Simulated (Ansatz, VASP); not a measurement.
CaO in VASP and in Ansatz

```
Ca O
1.0
     0.00000    2.58756    2.58756
     2.58756    0.00000    2.58756
     2.58756    2.58756    0.00000
Ca O
1 1
Cartesian
  0.0000 0.0000 0.0000
  1.2938 1.2938 1.2938
```

Change from the starting cell: species swapped into the ZnO type (F-43m, No. 216).

Alike in both runs: task single point; functional PBE; k mesh 6 × 6 × 6; occupations gaussian, width 0.1 eV; no spin polarisation.

|  | VASP | Ansatz |
| --- | --- | --- |
| version | VASP 6.6.1 | Ansatz 0.2.0 |
| potentials or method | VASP PAW PBE potentials, release 64 (Ca_sv, O), cutoff 520 eV | scalar-relativistic, plane waves, PAW |
| valence electrons in the cell | 16 | 16 |

|  | VASP | Ansatz | Ansatz less VASP |
| --- | --- | --- | --- |
| gap on the k mesh at the Fermi level (eV) | 3.40 | 3.41 | +0.008 |
| least direct gap on the mesh (eV) | 4.07 | 4.07 | +0.001 |
| pressure (GPa) | 3.8 | 3.2 | -0.53 |
